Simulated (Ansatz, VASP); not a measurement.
## Cu: VASP beside Ansatz

```
Cu
1.0
     0.00000    1.94306    1.80750
     1.67194    0.00000    1.80750
     1.67194    1.94306    0.00000
Cu
1
Cartesian
  0.0000 0.0000 0.0000
```

Change from the starting cell: strain -0.0750 x Voigt [1, -1, 0, 0, 0, 0], atoms carried along.

Alike in both runs: task single point; functional r2SCAN; k mesh 22 × 22 × 22; occupations gaussian, width 0.15 eV; no spin polarisation.

|  | VASP | Ansatz |
| --- | --- | --- |
| version | VASP 6.6.1 | Ansatz 0.2.0 |
| potentials or method | VASP PAW PBE potentials, release 64 (Cu), cutoff 520 eV | scalar-relativistic, plane waves, PAW |
| valence electrons in the cell | 11 | 19 |

```csv
,VASP,Ansatz,Ansatz less VASP
gap on the k mesh at the Fermi level (eV),none,none,-
pressure (GPa),-2.9,-3.4,-0.58
"traceless stress, the component that is largest in VASP (GPa)",-5.17,-5.13,+0.038
```

VASP's potentials were made for PBE, not for r2SCAN. A gap of «none» marks a metal or a gap that the smearing closes. VASP's potentials hold 11 valence electrons a cell and Ansatz's 19, so a difference there can come from the potentials and not from the codes.
